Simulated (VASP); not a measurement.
# CsBr2 (Fm-3m) in VASP: further runs

CsBr2 is run at these levels: PBE; tasks: single point, relaxation of cell and atoms.

Everything below comes from runs of VASP 6.6.1. Logs are shortened: lines on timing, memory, paths and dates and some standing lists are left out, and cuts for length are marked.

## (1) The cell of the first run

Symmetry: Fm-3m, No. 225, cubic system. Conventional cell: a = 8.475 Å, b = 8.475 Å, c = 8.475 Å, α = 90.00°, β = 90.00°, γ = 90.00°. Within 4.8 Å of Cs (site symmetry m-3m) lie 8 Br at 3.67 Å. Br (site symmetry -43m) has 4 Cs at 3.67 Å and 6 Br at 4.24 Å within 4.8 Å.

## (2) Single point, PBE

The input, INCAR:

```
ALGO = Normal
EDIFF = 1E-7
ENCUT = 520
GGA = PE
ISIF = 2
ISMEAR = 0
LASPH = T
LCHARG = F
LREAL = F
LWAVE = F
NBANDS = 18
NELM = 80
PREC = Accurate
SIGMA = 0.1
```

The input, KPOINTS:

```
k-points
0
Gamma
  4 4 4
```

The input, POSCAR:

```
CsBr2
1.0
    0.0000000000      4.2373718000      4.2373718000
    4.2373718000      0.0000000000      4.2373718000
    4.2373718000      4.2373718000      0.0000000000
Cs Br
1 2
Direct
    0.0000000000      0.0000000000      0.0000000000
    0.2500000000      0.2500000000      0.2500000000
    0.7500000000      0.7500000000      0.7500000000
```

Potentials or basis: VASP PAW PBE potentials, release 64 (Cs_sv, Br).

Started as:

```bash
> cat potpaw_PBE.64/Cs_sv/POTCAR potpaw_PBE.64/Br/POTCAR > POTCAR
> mpirun -np 1 vasp_std > vasp.out
```

OUTCAR:

```text
EDIFF = 1E-7
   ENCUT = 520
   GGA = PE
   ISIF = 2
   ISMEAR = 0
   LASPH = T
   LREAL = F
   NELM = 80
   PREC = Accurate

 ion  position               nearest neighbor table
   1  0.000  0.000  0.000-
   2  0.250  0.250  0.250-
   3  0.750  0.750  0.750-

  LATTYP: Found a face centered cubic cell.
 ALAT       =     8.4747436000

  Lattice vectors:

 A1 = (   0.0000000000,   4.2373718000,   4.2373718000)
 A2 = (   4.2373718000,   0.0000000000,   4.2373718000)
 A3 = (   4.2373718000,   4.2373718000,   0.0000000000)

Analysis of symmetry for initial positions (statically):
=====================================================================
 Subroutine PRICEL returns:
 Original cell was already a primitive cell.

 Routine SETGRP: Setting up the symmetry group for a
 face centered cubic supercell.

 Subroutine GETGRP returns: Found 48 space group operations
 (whereof 48 operations were pure point group operations)
 out of a pool of 48 trial point group operations.

The static configuration has the point symmetry O_h .

Analysis of symmetry for dynamics (positions and initial velocities):
=====================================================================
 Subroutine PRICEL returns:
 Original cell was already a primitive cell.

 Routine SETGRP: Setting up the symmetry group for a
 face centered cubic supercell.

 Subroutine GETGRP returns: Found 48 space group operations
 (whereof 48 operations were pure point group operations)
 out of a pool of 48 trial point group operations.

The dynamic configuration has the point symmetry O_h .

 Subroutine INISYM returns: Found 48 space group operations
 (whereof 48 operations are pure point group operations),
 and found     1 'primitive' translations

----------------------------------------------------------------------------------------

                                     Primitive cell

  volume of cell :     152.1667

  direct lattice vectors                    reciprocal lattice vectors
     0.000000000  4.237371800  4.237371800    -0.117997670  0.117997670  0.117997670
     4.237371800  0.000000000  4.237371800     0.117997670 -0.117997670  0.117997670
     4.237371800  4.237371800  0.000000000     0.117997670  0.117997670 -0.117997670

  length of vectors
     5.992548668  5.992548668  5.992548668     0.204377960  0.204377960  0.204377960

  position of ions in fractional coordinates (direct lattice)
     0.000000000  0.000000000  0.000000000
     0.250000000  0.250000000  0.250000000
     0.750000000  0.750000000  0.750000000

  ion indices of the primitive-cell ions
   primitive index   ion index
                 1           1
                 2           2
                 3           3

----------------------------------------------------------------------------------------

 KPOINTS: k-points

Automatic generation of k-mesh.
 Grid dimensions read from file:
 generate k-points for:    4    4    4

 Generating k-lattice:

  Cartesian coordinates                     Fractional coordinates (reciprocal lattice)
    -0.029499418  0.029499418  0.029499418     0.250000000  0.000000000  0.000000000
     0.029499418 -0.029499418  0.029499418     0.000000000  0.250000000  0.000000000
     0.029499418  0.029499418 -0.029499418     0.000000000  0.000000000  0.250000000

  Length of vectors
     0.051094490  0.051094490  0.051094490

  Shift w.r.t. Gamma in fractional coordinates (k-lattice)
     0.000000000  0.000000000  0.000000000

 Subroutine IBZKPT returns following result:
 ===========================================

 Found      8 irreducible k-points:

 Following reciprocal coordinates:
            Coordinates               Weight
  0.000000  0.000000  0.000000      1.000000
  0.250000  0.000000  0.000000      8.000000
  0.500000  0.000000  0.000000      4.000000
  0.250000  0.250000  0.000000      6.000000
  0.500000  0.250000  0.000000     24.000000
 -0.250000  0.250000  0.000000     12.000000
  0.500000  0.500000  0.000000      3.000000
 -0.250000  0.500000  0.250000      6.000000
   k-points           NKPTS =      8   k-points in BZ     NKDIM =      8   number of bands    NBANDS=     18
   number of dos      NEDOS =    301   number of ions     NIONS =      3
   total plane-waves  NPLWV = 110592
   dimension x,y,z NGX =    48 NGY =   48 NGZ =   48
   dimension x,y,z NGXF=    96 NGYF=   96 NGZF=   96
   ions per type =               1   2
   NGX,Y,Z   is equivalent  to a cutoff of  13.32, 13.32, 13.32 a.u.
   NGXF,Y,Z  is equivalent  to a cutoff of  26.63, 26.63, 26.63 a.u.
 SYSTEM =  unknown system
   PREC   = accura    normal or accurate (medium, high low for compatibility)
   ISTART =      0    job   : 0-new  1-cont  2-samecut
   ICHARG =      2    charge: 1-file 2-atom 10-const
   ISPIN  =      1    spin polarized calculation?
   LNONCOLLINEAR =      F non collinear calculations
   LSORBIT =      F    spin-orbit coupling
   LASPH  =      T    aspherical Exc in radial PAW
   ENCUT  =  520.0 eV  38.22 Ry    6.18 a.u.  11.14 11.14 11.14*2*pi/ulx,y,z
   NELM   =     80;   NELMIN=  2; NELMDL= -5     # of ELM steps
   EDIFF  = 0.1E-06   stopping-criterion for ELM
   LREAL  =      F    real-space projection
   EDIFFG = 0.1E-05   stopping-criterion for IOM
   NSW    =      0    number of steps for IOM
   IBRION =     -1    ionic relax: 0-MD 1-quasi-New 2-CG
   NFREE  =      0    steps in history (QN), initial steepest desc. (CG)
   ISIF   =      2    stress and relaxation
   ISYM   =      2    0-nonsym 1-usesym 2-fastsym
   POTIM  = 0.5000    time-step for ionic-motion
   TEBEG  =    0.0;   TEEND  =   0.0 temperature during run
   PSTRESS=    0.0 pullay stress
   NELECT =      23.0000    total number of electrons
   NUPDOWN=      -1.0000    fix difference up-down
   EMIN   =  10.00;   EMAX   =-10.00  energy-range for DOS
   EFERMI =   0.00;   METHOD = LEGACY
   ISMEAR =     0;   SIGMA  =   0.10  broadening in eV -4-tet -1-fermi 0-gaus
   EFERMI_NEDOS =   21; number of points for ismear=-14 and -15
   IALGO  =     38    algorithm
   IMIX   =      4    mixing-type and parameters
     AMIX     =   0.40;   BMIX     =  1.00
     AMIX_MAG =   1.60;   BMIX_MAG =  1.00
  volume/ion in A,a.u.               =      50.72       342.29
  Fermi-wavevector in a.u.,A,eV,Ry     =   0.872056  1.647946 10.346973  0.760481
  Thomas-Fermi vector in A             =   1.991251
   LORBIT       =      0    0 simple, 1 ext, 2 COOP (PROOUT), +10 PAW based schemes
   GGA     = PE    functional components
   LHFCALC =     F    Hartree Fock is set to
   AEXX    =    0.0000 exact exchange contribution
   IVDW    =     0    specifies the selected vdW correction
   LEPSILON=     F    determine dielectric tensor
   LRPA    =     F    only Hartree local field effects (RPA)
 non-spin polarized calculation
 Gauss-broadening in eV      SIGMA  =   0.10
  energy-cutoff  :      520.00
  volume of cell :      152.17
 maximum number of plane-waves:      4128
 NGX is ok and might be reduce to    48
   NGX = 23   NGY = 23   NGZ = 23

 number of electron      22.9999999 magnetization

 Free energy of the ion-electron system (eV)
  ---------------------------------------------------
  ext. energy  EPLUGINS =         0.00000000
  ---------------------------------------------------
  free energy    TOTEN  =        -6.85294528 eV

  energy without entropy =       -6.79112364  energy(sigma->0) =       -6.82203446

 E-fermi :  -2.4454     XC(G=0):  -6.6583

 val. band max:       -2.4555336227   @ k =  -0.2500   0.5000   0.2500
 cond. band min:      -2.4439095874   @ k =   0.2500   0.2500   0.0000
 fundamental gap:      0.0116240353
 Fermi energy:        -2.4454312600

 k-point     1 :       0.0000    0.0000    0.0000
  band No.  band energies     occupation
      1     -21.4191      2.00000
      2     -14.9843      2.00000
      3     -14.8006      2.00000
      4      -8.2768      2.00000
      5      -8.2768      2.00000
      6      -8.2768      2.00000
[... 10 lines left out ...]
     17       6.6412      0.00000
     18       6.6412      0.00000

 k-point     2 :       0.2500    0.0000    0.0000
  band No.  band energies     occupation
      1     -21.4160      2.00000
      2     -14.9698      2.00000
      3     -14.8327      2.00000
      4      -8.2915      2.00000
      5      -8.2915      2.00000
      6      -8.2652      2.00000
[... 10 lines left out ...]
     17       6.5022      0.00000
     18       6.5160      0.00000

 k-point     3 :       0.5000    0.0000    0.0000
  band No.  band energies     occupation
      1     -21.4130      2.00000
      2     -14.9208      2.00000
      3     -14.8996      2.00000
      4      -8.3059      2.00000
      5      -8.3059      2.00000
      6      -8.2482      2.00000
[... 10 lines left out ...]
     17       6.1497      0.00000
     18       6.3779      0.00000

 k-point     4 :       0.2500    0.2500    0.0000
  band No.  band energies     occupation
      1     -21.4150      2.00000
      2     -14.9717      2.00000
      3     -14.8359      2.00000
      4      -8.3118      2.00000
      5      -8.3118      2.00000
      6      -8.2319      2.00000
[... 10 lines left out ...]
     17       6.2305      0.00000
     18       6.2306      0.00000

 k-point     5 :       0.5000    0.2500    0.0000
  band No.  band energies     occupation
      1     -21.4120      2.00000
      2     -14.9404      2.00000
      3     -14.8847      2.00000
      4      -8.3262      2.00000
      5      -8.3095      2.00000
      6      -8.2324      2.00000
[... 10 lines left out ...]
     17       6.2142      0.00000
     18       6.2924      0.00000

 k-point     6 :      -0.2500    0.2500    0.0000
  band No.  band energies     occupation
      1     -21.4130      2.00000
      2     -14.9438      2.00000
      3     -14.8760      2.00000
      4      -8.3062      2.00000
      5      -8.2854      2.00000
      6      -8.2713      2.00000
[... 10 lines left out ...]
     17       6.0334      0.00000
     18       6.4226      0.00000

 k-point     7 :       0.5000    0.5000    0.0000
  band No.  band energies     occupation
      1     -21.4110      2.00000
      2     -14.9588      2.00000
      3     -14.8705      2.00000
      4      -8.3462      2.00000
      5      -8.3462      2.00000
      6      -8.1828      2.00000
[... 10 lines left out ...]
     17       6.2224      0.00000
     18       6.2224      0.00000

 k-point     8 :      -0.2500    0.5000    0.2500
  band No.  band energies     occupation
      1     -21.4110      2.00000
      2     -14.9153      2.00000
      3     -14.9153      2.00000
      4      -8.3475      2.00000
      5      -8.2626      2.00000
      6      -8.2626      2.00000
[... 10 lines left out ...]
     17       6.3095      0.00000
     18       6.6173      0.00000

------------------------ aborting loop because EDIFF is reached ----------------------------------------

  FORCE on cell =-STRESS in cart. coord.  units (eV):
  Direction    XX          YY          ZZ          XY          YZ          ZX
  --------------------------------------------------------------------------------------
  -------------------------------------------------------------------------------------
  Total        0.0832944      0.0832944      0.0832944     -0.0000000     -0.0000000     -0.0000000
  in kB        0.8770138      0.8770138      0.8770138     -0.0000000     -0.0000000     -0.0000000
  external PRESSURE =       0.8770138 kB  Pullay stress =       0.0000000 kB

 VOLUME and BASIS-vectors are now :
 -----------------------------------------------------------------------------
  energy-cutoff  :      520.00
  volume of cell :      152.17
      direct lattice vectors                 reciprocal lattice vectors
     0.000000000  4.237371800  4.237371800    -0.117997670  0.117997670  0.117997670
     4.237371800  0.000000000  4.237371800     0.117997670 -0.117997670  0.117997670
     4.237371800  4.237371800  0.000000000     0.117997670  0.117997670 -0.117997670

 POSITION                                       TOTAL-FORCE (eV/Angst)
 -----------------------------------------------------------------------------------
      0.00000      0.00000      0.00000         0.000000      0.000000     -0.000000
      2.11869      2.11869      2.11869         0.000000     -0.000000     -0.000000
      6.35606      6.35606      6.35606        -0.000000     -0.000000      0.000000
 -----------------------------------------------------------------------------------
    total drift:                               -0.000000     -0.000000     -0.000000

  FREE ENERGIE OF THE ION-ELECTRON SYSTEM (eV)
  ---------------------------------------------------
  free  energy   TOTEN  =        -6.8529452792 eV

  energy  without entropy=       -6.7911236402  energy(sigma->0) =       -6.82203446
```

Run time: 20 s. Hardware: 1 thread of Intel Xeon Platinum 8488C (Sapphire Rapids), shared host; peak memory 0.31 GiB.

What came out:

- Free energy: -6.8529 eV
- Pressure: 0.1 GPa

Caveat: spin-orbit coupling is left out, which moves the levels of the heavy elements; an odd number of electrons without spin polarisation forces a metal; a magnetic or distorted state may lie lower.

## (3) Relaxation of cell and atoms, PBE

This run uses another cell than the first one, of 34.18 Å³/atom, 0.674 times its volume.

The input, INCAR:

```
  PREC = Accurate
  ENCUT = 600
  EDIFF = 1E-7
  ISMEAR = 0
  SIGMA = 0.1
  LREAL = False
  LASPH = True
  NELM = 80
  ALGO = Normal
  ISIF = 3
  LWAVE = False
  LCHARG = False
  GGA = PE
  IBRION = 2
  NSW = 90
  EDIFFG = -0.04
```

The input, KPOINTS:

```
Automatic mesh
0
Gamma
  4 4 4
```

The input, POSCAR:

```
CsBr2
1.0
    0.0000000000      3.7151331401      3.7151331401
    3.7151331401      0.0000000000      3.7151331401
    3.7151331401      3.7151331401      0.0000000000
Cs Br
1 2
Direct
    0.0000000000      0.0000000000      0.0000000000
    0.2500000000      0.2500000000      0.2500000000
    0.7500000000      0.7500000000      0.7500000000
```

Potentials or basis: VASP PAW PBE potentials, release 64 (Cs_sv, Br).

Started as:

```bash
> cat potpaw_PBE.64/Cs_sv/POTCAR potpaw_PBE.64/Br/POTCAR > POTCAR
> mpirun -np 1 vasp_std > vasp.out
```

Wall time 62 s (1 thread of Intel Xeon Platinum 8488C (Sapphire Rapids), shared host); peak memory 0.27 GiB.

It converged, with:

```yaml
Free_energy: -6.8498 eV
Relaxed_volume: 51.90 Å³/atom
Relaxed_cell: a = 6.039 Å, b = 6.039 Å, c = 6.039 Å, α = 60.00°, β = 60.00°, γ = 60.00°
Space_group_after_relaxing_to_0.05_Å: Fm-3m (No. 225)
Energy_gained_by_relaxing: 290.0 meV/atom
Ionic_steps: 5
Pressure_after_relaxing: -0.1 GPa
```

The path:
```tsv
step	energy change (eV)	largest force (eV/Å)	pressure (GPa)	volume (Å³)
1	0.0000	0.0000	8.18	102.55
2	-0.7626	0.0000	1.77	130.71
3	-0.8495	0.0000	0.65	142.65
4	-0.8440	0.0000	-0.52	168.66
5	-0.8700	0.0000	-0.09	155.70
```

Final structure:
```cif
data_structure
_symmetry_space_group_name_H-M 'P 1'
_symmetry_Int_Tables_number 1
_cell_length_a 6.0386
_cell_length_b 6.0386
_cell_length_c 6.0386
_cell_angle_alpha 60.000
_cell_angle_beta 60.000
_cell_angle_gamma 60.000
_cell_volume 155.70
loop_
_atom_site_label
_atom_site_type_symbol
_atom_site_fract_x
_atom_site_fract_y
_atom_site_fract_z
_atom_site_occupancy
Cs1 Cs 0.00000 0.00000 0.00000 1
Br1 Br 0.25000 0.25000 0.25000 1
Br2 Br 0.75000 0.75000 0.75000 1
```

Levels at points of the mesh, in eV from the Fermi level:
| k point | band 8 | band 9 | band 10 | band 11 | band 12 | band 13 | band 14 | band 15 |
| --- | --- | --- | --- | --- | --- | --- | --- | --- |
| (0.00, 0.00, 0.00) | -0.83 | -0.83 | 0.00 | 0.00 | 0.00 | 5.18 | 7.11 | 7.11 |
| (0.50, 0.00, 0.00) | -0.54 | -0.52 | -0.39 | -0.27 | -0.27 | 7.29 | 7.34 | 7.55 |
| (0.50, 0.50, 0.00) | -0.60 | -0.60 | -0.05 | -0.05 | 0.09 | 6.46 | 7.21 | 7.80 |

Caveat: the k points lie up to 0.32 Å⁻¹ apart in the final cell; the volume moved by over 15 % at a fixed basis, so the end points are rough; spin-orbit coupling is left out, which moves the levels of the heavy elements; an odd number of electrons without spin polarisation forces a metal; a magnetic or distorted state may lie lower.

## (4) Single point, PBE

This run uses another cell than the first one, of 51.35 Å³/atom, 1.012 times its volume.

The input, INCAR:

```
PREC = Accurate
ENCUT = 520
EDIFF = 1E-6
ISMEAR = 0
SIGMA = 0.1
LREAL = False
LASPH = True
NELM = 80
ALGO = Normal
ISIF = 2
LWAVE = False
LCHARG = True
GGA = PE
LELF = True
LVHAR = True
NBANDS = 18
```

The input, KPOINTS:

```
regular mesh
0
Gamma
  10 10 10
```

The input, POSCAR:

```
CsBr2
1.0
    0.0000000000      4.2547751452      4.2547751452
    4.2547751452      0.0000000000      4.2547751452
    4.2547751452      4.2547751452      0.0000000000
Cs Br
1 2
Direct
    0.0000000000      0.0000000000      0.0000000000
    0.2500000000      0.2500000000      0.2500000000
    0.7500000000      0.7500000000      0.7500000000
```

Started as:

```bash
> cat potpaw_PBE.64/Cs_sv/POTCAR potpaw_PBE.64/Br/POTCAR > POTCAR
> mpirun -np 1 vasp_std > vasp.out
```

It took 84 s on 1 thread of Intel Xeon Platinum 8488C (Sapphire Rapids), shared host; peak memory 0.38 GiB.

The run converged. Its results:

* Free energy: -6.8520 eV
* Pressure: 0.0 GPa

Levels at points of the mesh, in eV from the Fermi level:
| k point | band 9 | band 10 | band 11 | band 12 | band 13 | band 14 | band 15 | band 16 |
| --- | --- | --- | --- | --- | --- | --- | --- | --- |
| (0.00, 0.00, 0.00) | -0.85 | 0.00 | 0.00 | 0.00 | 5.20 | 7.10 | 7.10 | 9.06 |
| (0.50, 0.00, 0.00) | -0.53 | -0.40 | -0.27 | -0.27 | 7.33 | 7.35 | 7.56 | 7.56 |
| (0.50, 0.50, 0.00) | -0.61 | -0.05 | -0.05 | 0.08 | 6.45 | 7.22 | 7.83 | 8.47 |

Caveat: spin-orbit coupling is left out, which moves the levels of the heavy elements; an odd number of electrons without spin polarisation forces a metal; a magnetic or distorted state may lie lower.

## (5) The runs side by side

```tsv
task	cell	k mesh	cutoff (eV)	gap on the mesh (eV)	pressure (GPa)
single point	a = 5.993 Å, angles 60.0°, 3 atoms	4 × 4 × 4	520	none	0.1
relaxation of cell and atoms	relaxed from a = 5.254 Å, angles 60.0°, 3 atoms	4 × 4 × 4	600	none	-0.1
single point	a = 6.017 Å, angles 60.0°, 3 atoms	10 × 10 × 10	520	none	0.0
```

Alike in all rows: level PBE; potentials or basis VASP PAW PBE potentials, release 64 (Cs_sv, Br); no spin polarisation; smearing gaussian 0.1 eV.

Caveats: some runs use coarse meshes; spin-orbit coupling is left out, which moves the levels of the heavy elements; an odd number of electrons without spin polarisation forces a metal; a magnetic or distorted state may lie lower; the volume moved by over 15 % at a fixed basis, so the end points are rough (some runs).

Total energies depend on the potentials used, so only differences within one code and one set of settings carry meaning.
